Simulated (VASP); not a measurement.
# Li in VASP: further runs

Li is run at these levels: PBE; tasks: single point.

Everything below comes from runs of VASP 6.6.1. Logs are shortened: lines on timing, memory, paths and dates and some standing lists are left out, and cuts for length are marked.

### Step 1. The cell of the first run

It takes space group P6_3/mmc (No. 194, hexagonal). Conventional cell: a = 3.111 Å, b = 3.111 Å, c = 5.144 Å, α = 90.00°, β = 90.00°, γ = 120.00°. Within 4.1 Å of Li (site symmetry -6m2) lie 12 Li at 3.11 to 3.14 Å.

This isn't the form of Li at room conditions, which is bcc.

### Step 2. Single point, PBE (zz strain of +1 %)

INCAR

```
SYSTEM = Li
PREC = Accurate ; ENCUT = 520
EDIFF = 1E-7 ; ISMEAR = -1
SIGMA = 0.08 ; LREAL = .FALSE.
LASPH = .TRUE. ; NELM = 100
ALGO = Normal ; ISIF = 2
LWAVE = .FALSE. ; LCHARG = .FALSE.
GGA = PE ; NBANDS = 10
```

KPOINTS

```
regular mesh
0
G
  15 15 8
  0 0 0
```

POSCAR

```
Li
1.0
    3.1110021516      0.0000000000      0.0000000000
   -1.5555010758      2.6942068945      0.0000000000
    0.0000000000      0.0000000000      5.1439300000
Li
2
Direct
    0.3333333333      0.6666666667      0.2500000000
    0.6666666667      0.3333333333      0.7500000000
```

Potentials or basis: VASP PAW PBE potentials, release 64 (Li_sv).

Run with:

```
$ cat potpaw_PBE.64/Li_sv/POTCAR > POTCAR
$ mpirun -np 1 vasp_std > vasp.out
```

OUTCAR:

```text
SYSTEM = Li
   PREC = Accurate
   ENCUT = 520
   EDIFF = 1E-7
   ISMEAR = -1
   LREAL = .FALSE.
   LASPH = .TRUE.
   NELM = 100
   ISIF = 2
   GGA = PE

 ion  position               nearest neighbor table
   1  0.333  0.667  0.250-
   2  0.667  0.333  0.750-

  LATTYP: Found a hexagonal cell.
 ALAT       =     3.1110021516
 C/A-ratio  =     1.6534639802

  Lattice vectors:

 A1 = (   3.1110021516,   0.0000000000,   0.0000000000)
 A2 = (  -1.5555010758,   2.6942068945,   0.0000000000)
 A3 = (   0.0000000000,   0.0000000000,   5.1439300000)

Analysis of symmetry for initial positions (statically):
=====================================================================
 Subroutine PRICEL returns:
 Original cell was already a primitive cell.

 Routine SETGRP: Setting up the symmetry group for a
 hexagonal supercell.

 Subroutine GETGRP returns: Found 24 space group operations
 (whereof 12 operations were pure point group operations)
 out of a pool of 24 trial point group operations.

The static configuration has the point symmetry D_3d.
 The point group associated with its full space group is D_6h.

Analysis of symmetry for dynamics (positions and initial velocities):
=====================================================================
 Subroutine PRICEL returns:
 Original cell was already a primitive cell.

 Routine SETGRP: Setting up the symmetry group for a
 hexagonal supercell.

 Subroutine GETGRP returns: Found 24 space group operations
 (whereof 12 operations were pure point group operations)
 out of a pool of 24 trial point group operations.

The dynamic configuration has the point symmetry D_3d.
 The point group associated with its full space group is D_6h.

 Subroutine INISYM returns: Found 24 space group operations
 (whereof 12 operations are pure point group operations),
 and found     1 'primitive' translations

----------------------------------------------------------------------------------------

                                     Primitive cell

  volume of cell :      43.1148

  direct lattice vectors                    reciprocal lattice vectors
     3.111002152  0.000000000  0.000000000     0.321439829  0.185583372  0.000000000
    -1.555501076  2.694206895  0.000000000     0.000000000  0.371166744  0.000000000
     0.000000000  0.000000000  5.143930000     0.000000000  0.000000000  0.194403890

  length of vectors
     3.111002152  3.111002152  5.143930000     0.371166744  0.371166744  0.194403890

  position of ions in fractional coordinates (direct lattice)
     0.333333333  0.666666667  0.250000000
     0.666666667  0.333333333  0.750000000

  ion indices of the primitive-cell ions
   primitive index   ion index
                 1           1
                 2           2

----------------------------------------------------------------------------------------

 KPOINTS: regular mesh

Automatic generation of k-mesh.
 Grid dimensions read from file:
 generate k-points for:   15   15    8

 Generating k-lattice:

  Cartesian coordinates                     Fractional coordinates (reciprocal lattice)
     0.021429322  0.012372225  0.000000000     0.066666667  0.000000000  0.000000000
     0.000000000  0.024744450  0.000000000     0.000000000  0.066666667  0.000000000
     0.000000000  0.000000000  0.024300486     0.000000000  0.000000000  0.125000000

  Length of vectors
     0.024744450  0.024744450  0.024300486

  Shift w.r.t. Gamma in fractional coordinates (k-lattice)
     0.000000000  0.000000000  0.000000000

 Subroutine IBZKPT returns following result:
 ===========================================

 Found    135 irreducible k-points:

 Following reciprocal coordinates:
            Coordinates               Weight
  0.000000  0.000000  0.000000      1.000000
  0.066667 -0.000000  0.000000      6.000000
  0.133333 -0.000000  0.000000      6.000000
  0.200000 -0.000000  0.000000      6.000000
  0.266667 -0.000000  0.000000      6.000000
  0.333333 -0.000000  0.000000      6.000000
[... 16 lines left out ...]
  0.333333  0.200000  0.000000     12.000000
  0.400000  0.200000  0.000000      6.000000
 [... further k-points ...]
   k-points           NKPTS =    135   k-points in BZ     NKDIM =    135   number of bands    NBANDS=     10
   number of dos      NEDOS =    301   number of ions     NIONS =      2
   total plane-waves  NPLWV =  23040
   dimension x,y,z NGX =    24 NGY =   24 NGZ =   40
   dimension x,y,z NGXF=    48 NGYF=   48 NGZF=   80
   ions per type =               2
   NGX,Y,Z   is equivalent  to a cutoff of  12.83, 12.83, 12.93 a.u.
   NGXF,Y,Z  is equivalent  to a cutoff of  25.65, 25.65, 25.86 a.u.
 SYSTEM =  Li
   PREC   = accura    normal or accurate (medium, high low for compatibility)
   ISTART =      0    job   : 0-new  1-cont  2-samecut
   ICHARG =      2    charge: 1-file 2-atom 10-const
   ISPIN  =      1    spin polarized calculation?
   LNONCOLLINEAR =      F non collinear calculations
   LSORBIT =      F    spin-orbit coupling
   LASPH  =      T    aspherical Exc in radial PAW
   ENCUT  =  520.0 eV  38.22 Ry    6.18 a.u.   5.78  5.78  9.56*2*pi/ulx,y,z
   NELM   =    100;   NELMIN=  2; NELMDL= -5     # of ELM steps
   EDIFF  = 0.1E-06   stopping-criterion for ELM
   LREAL  =      F    real-space projection
   EDIFFG = 0.1E-05   stopping-criterion for IOM
   NSW    =      0    number of steps for IOM
   IBRION =     -1    ionic relax: 0-MD 1-quasi-New 2-CG
   NFREE  =      0    steps in history (QN), initial steepest desc. (CG)
   ISIF   =      2    stress and relaxation
   ISYM   =      2    0-nonsym 1-usesym 2-fastsym
   POTIM  = 0.5000    time-step for ionic-motion
   TEBEG  =    0.0;   TEEND  =   0.0 temperature during run
   PSTRESS=    0.0 pullay stress
   NELECT =       6.0000    total number of electrons
   NUPDOWN=      -1.0000    fix difference up-down
   EMIN   =  10.00;   EMAX   =-10.00  energy-range for DOS
   EFERMI =   0.00;   METHOD = LEGACY
   ISMEAR =    -1;   SIGMA  =   0.08  broadening in eV -4-tet -1-fermi 0-gaus
   EFERMI_NEDOS =   21; number of points for ismear=-14 and -15
   IALGO  =     38    algorithm
   IMIX   =      4    mixing-type and parameters
     AMIX     =   0.40;   BMIX     =  1.00
     AMIX_MAG =   1.60;   BMIX_MAG =  1.00
  volume/ion in A,a.u.               =      21.56       145.48
  Fermi-wavevector in a.u.,A,eV,Ry     =   0.848366  1.603179  9.792446  0.719725
  Thomas-Fermi vector in A             =   1.964018
   LORBIT       =      0    0 simple, 1 ext, 2 COOP (PROOUT), +10 PAW based schemes
   GGA     = PE    functional components
   LHFCALC =     F    Hartree Fock is set to
   AEXX    =    0.0000 exact exchange contribution
   IVDW    =     0    specifies the selected vdW correction
   LEPSILON=     F    determine dielectric tensor
   LRPA    =     F    only Hartree local field effects (RPA)
 non-spin polarized calculation
  energy-cutoff  :      520.00
  volume of cell :       43.11
 maximum number of plane-waves:      1184
 NGX is ok and might be reduce to    24
   NGX = 11   NGY = 11   NGZ = 19

 number of electron       5.9999986 magnetization

 Free energy of the ion-electron system (eV)
  ---------------------------------------------------
  ext. energy  EPLUGINS =         0.00000000
  ---------------------------------------------------
  free energy    TOTEN  =        -3.81554457 eV

  energy without entropy =       -3.79397050  energy(sigma->0) =       -3.80475753

 E-fermi :   0.4600     XC(G=0):  -6.8961

 val. band max:        0.4563479550   @ k =   0.4000   0.0667   0.3750
 cond. band min:       0.4679191652   @ k =   0.4000  -0.0000   0.5000
 fundamental gap:      0.0115712103
 Fermi energy:         0.4599864327

 k-point     1 :       0.0000    0.0000    0.0000
  band No.  band energies     occupation
      1     -46.1776      2.00000
      2     -46.1643      2.00000
      3      -3.0216      2.00000
      4       0.4033      1.34039
      5       3.0895      0.00000
      6      12.5259      0.00000
      7      12.5259      0.00000
      8      13.8484      0.00000
      9      13.8484      0.00000
     10      14.1010      0.00000

 k-point     2 :       0.0667   -0.0000    0.0000
  band No.  band energies     occupation
      1     -46.1771      2.00000
      2     -46.1641      2.00000
      3      -2.9522      2.00000
      4       0.4936      0.79318
      5       3.1198      0.00000
      6      11.7656      0.00000
      7      12.0062      0.00000
      8      13.8109      0.00000
      9      14.0499      0.00000
     10      14.1527      0.00000

 k-point     3 :       0.1333   -0.0000    0.0000
  band No.  band energies     occupation
      1     -46.1756      2.00000
      2     -46.1633      2.00000
      3      -2.7432      2.00000
      4       0.7643      0.04361
      5       3.2068      0.00000
      6      10.2167      0.00000
      7      11.1594      0.00000
      8      13.6668      0.00000
      9      13.7465      0.00000
     10      14.2351      0.00000

 k-point     4 :       0.2000   -0.0000    0.0000
  band No.  band energies     occupation
      1     -46.1732      2.00000
      2     -46.1621      2.00000
      3      -2.3946      2.00000
      4       1.2147      0.00016
      5       3.3270      0.00000
      6       8.5767      0.00000
      7      10.3665      0.00000
      8      12.7431      0.00000
      9      12.8223      0.00000
     10      13.8103      0.00000
[... 222 lines left out ...]
 k-point    22 :       0.2667    0.2000    0.0000
  band No.  band energies     occupation
      1     -46.1645      2.00000
      2     -46.1593      2.00000
      3      -0.4386      1.99997
      4       3.4165      0.00000
      5       3.7073      0.00000
      6       4.8326      0.00000
      7       6.8539      0.00000
      8       8.9382      0.00000
      9      10.6392      0.00000
     10      10.9976      0.00000

 k-point    23 :       0.3333    0.2000    0.0000
  band No.  band energies     occupation
      1     -46.1627      2.00000
      2     -46.1592      2.00000
      3       0.3688      1.51548
      4       2.6011      0.00000
      5       4.6294      0.00000
      6       4.7318      0.00000
      7       6.5132      0.00000
      8       7.5344      0.00000
      9      10.1378      0.00000
     10      10.5964      0.00000

 k-point    24 :       0.4000    0.2000    0.0000
  band No.  band energies     occupation
      1     -46.1619      2.00000
      2     -46.1592      2.00000
      3       0.9893      0.00267
      4       1.9068      0.00000
      5       4.6495      0.00000
      6       5.5530      0.00000
      7       6.3866      0.00000
      8       6.5709      0.00000
      9       9.9597      0.00000
     10      10.4771      0.00000

 [... further k-points ...]

------------------------ aborting loop because EDIFF is reached ----------------------------------------

  FORCE on cell =-STRESS in cart. coord.  units (eV):
  Direction    XX          YY          ZZ          XY          YZ          ZX
  --------------------------------------------------------------------------------------
  -------------------------------------------------------------------------------------
  Total       -0.2082844     -0.2082844     -0.2660527      0.0000000     -0.0000000      0.0000000
  in kB       -7.7400005     -7.7400005     -9.8867122      0.0000000     -0.0000000      0.0000000
  external PRESSURE =      -8.4555710 kB  Pullay stress =       0.0000000 kB

 VOLUME and BASIS-vectors are now :
 -----------------------------------------------------------------------------
  energy-cutoff  :      520.00
  volume of cell :       43.11
      direct lattice vectors                 reciprocal lattice vectors
     3.111002152  0.000000000  0.000000000     0.321439829  0.185583372  0.000000000
    -1.555501076  2.694206895  0.000000000     0.000000000  0.371166744  0.000000000
     0.000000000  0.000000000  5.143930000     0.000000000  0.000000000  0.194403890

 POSITION                                       TOTAL-FORCE (eV/Angst)
 -----------------------------------------------------------------------------------
     -0.00000      1.79614      1.28598         0.000000      0.000000     -0.000000
      1.55550      0.89807      3.85795        -0.000000      0.000000      0.000000
 -----------------------------------------------------------------------------------
    total drift:                               -0.000000      0.000000      0.000000

  FREE ENERGIE OF THE ION-ELECTRON SYSTEM (eV)
  ---------------------------------------------------
  free  energy   TOTEN  =        -3.8155445674 eV

  energy  without entropy=       -3.7939704957  energy(sigma->0) =       -3.80475753
```

Wall time 51 s (1 thread of Intel Xeon 8259CL, shared host); peak memory 0.18 GiB.

Results:

```
Free energy            : -3.8155 eV
Band gap on the k mesh : zero (bands 3 and 4 overlap by 4.53 eV)
```

Levels at points of the mesh, in eV from the Fermi level:
| k point | band 1 | band 2 | band 3 | band 4 | band 5 | band 6 | band 7 |
| --- | --- | --- | --- | --- | --- | --- | --- |
| (0.00, 0.00, 0.00) | -46.64 | -46.62 | -3.48 | -0.06 | 2.63 | 12.07 | 12.07 |
| (0.00, 0.00, 0.50) | -46.63 | -46.63 | -2.41 | -2.41 | 7.45 | 7.45 | 12.91 |

Caveat: the cell differs from its parent crystal (zz strain of +1 %); the cutoff is under 1.25 times the usual one of these potentials, so pressure, stress and relaxed cells hold a basis-set (Pulay) error.

### Step 3. Single point, PBE (zz strain of +3 %)

INCAR

```
  PREC = Accurate
  ENCUT = 520
  EDIFF = 1E-6
  ISMEAR = -1
  SIGMA = 0.08
  LREAL = False
  LASPH = True
  NELM = 80
  ALGO = Normal
  ISIF = 2
  LWAVE = False
  LCHARG = False
  GGA = PE
  NBANDS = 10
```

KPOINTS

```
Automatic mesh
0
Gamma
  15 15 8
```

POSCAR: that of step 2 with these lines changed.

```diff
@@ -4,3 +4,3 @@
    -1.5555010758      2.6942068945      0.0000000000
-    0.0000000000      0.0000000000      5.1439300000
+    0.0000000000      0.0000000000      5.2457900000
 Li
```

Potentials or basis: VASP PAW PBE potentials, release 64 (Li_sv).

Run with:

```
$ cat potpaw_PBE.64/Li_sv/POTCAR > POTCAR
$ mpirun -np 1 vasp_std > vasp.out
```

Run time: 44 s. Hardware: 1 thread of Intel Xeon 8259CL, shared host; peak memory 0.18 GiB.

It converged, with:

- Free energy: -3.8095 eV
- Band gap on the k mesh: zero (bands 3 and 4 overlap by 4.57 eV)

Levels at points of the mesh, in eV from the Fermi level:
| k point | band 1 | band 2 | band 3 | band 4 | band 5 | band 6 | band 7 |
| --- | --- | --- | --- | --- | --- | --- | --- |
| (0.00, 0.00, 0.00) | -46.68 | -46.67 | -3.46 | -0.15 | 2.42 | 12.12 | 12.12 |
| (0.00, 0.00, 0.50) | -46.67 | -46.67 | -2.43 | -2.43 | 7.06 | 7.06 | 12.91 |

Caveat: the cell differs from its parent crystal (zz strain of +3 %); the cutoff is under 1.25 times the usual one of these potentials, so pressure, stress and relaxed cells hold a basis-set (Pulay) error.

### Step 4. Single point, PBE (atom 1 (Li) moved by [0.0, 0.0, 0.03] A)

INCAR

```
SYSTEM = Li
PREC = Accurate ; ENCUT = 520
EDIFF = 1E-7 ; ISMEAR = -1
SIGMA = 0.08 ; LREAL = .False.
LASPH = .True. ; NELM = 80
ALGO = Normal ; ISIF = 2
LWAVE = .False. ; LCHARG = .False.
GGA = PE ; NBANDS = 10
```

KPOINTS

```
regular mesh
0
Gamma
  15 15 8
  0 0 0
```

POSCAR

```
Li
1.0
    3.1110021516      0.0000000000      0.0000000000
   -1.5555010758      2.6942068945      0.0000000000
    0.0000000000      0.0000000000      5.0930000000
Li
2
Direct
    0.3333333333      0.6666666667      0.2558904379
    0.6666666667      0.3333333333      0.7500000000
```

Run with:

```
$ cat potpaw_PBE.64/Li_sv/POTCAR > POTCAR
$ mpirun -np 1 vasp_std > vasp.out
```

It took 2.4 min on 1 thread of AMD EPYC 7R43 (Zen 3), shared host; peak memory 0.15 GiB.

The run converged. Its results:

| Property | Result |
| --- | --- |
| Free energy | -3.8171 eV |
| Largest force | 0.034 eV/Å |
| Band gap on the k mesh | zero (bands 3 and 4 overlap by 4.50 eV) |

Forces on the atoms (eV/Å):
```
Li   0.000  0.000 -0.034
Li   0.000  0.000  0.034
```

Levels at points of the mesh, in eV from the Fermi level:
| k point | band 1 | band 2 | band 3 | band 4 | band 5 | band 6 | band 7 | band 8 |
| --- | --- | --- | --- | --- | --- | --- | --- | --- |
| (0.00, 0.00, 0.00) | -46.62 | -46.60 | -3.49 | -0.01 | 2.74 | 12.04 | 12.04 | 13.39 |
| (0.00, 0.00, 0.50) | -46.61 | -46.61 | -2.42 | -2.39 | 7.57 | 7.74 | 12.88 | 12.88 |

Caveat: the cell differs from its parent crystal (atom 1 (Li) moved by [0.0, 0.0, 0.03] A); the cutoff is under 1.25 times the usual one of these potentials, so pressure, stress and relaxed cells hold a basis-set (Pulay) error.

### Step 5. Summary

| cell | gap on the mesh (eV) |
| --- | --- |
| a = 3.111, b = 3.111, c = 5.144 Å, angles 90.0, 90.0, 120.0°, 2 atoms, atomic positions A | none |
| a = 3.111, b = 3.111, c = 5.246 Å, angles 90.0, 90.0, 120.0°, 2 atoms, atomic positions A | none |
| a = 3.111, b = 3.111, c = 5.093 Å, angles 90.0, 90.0, 120.0°, 2 atoms, atomic positions B | none |

Alike in all rows: task single point; level PBE; potentials or basis VASP PAW PBE potentials, release 64 (Li_sv); no spin polarisation; k mesh 15 × 15 × 8; cutoff (eV) 520; smearing fermi-dirac 0.08 eV.

Caveats: the cutoff is under 1.25 times the usual one of these potentials, so pressure, stress and relaxed cells hold a basis-set (Pulay) error.

Absolute energies hang on the potentials; compare differences alone.
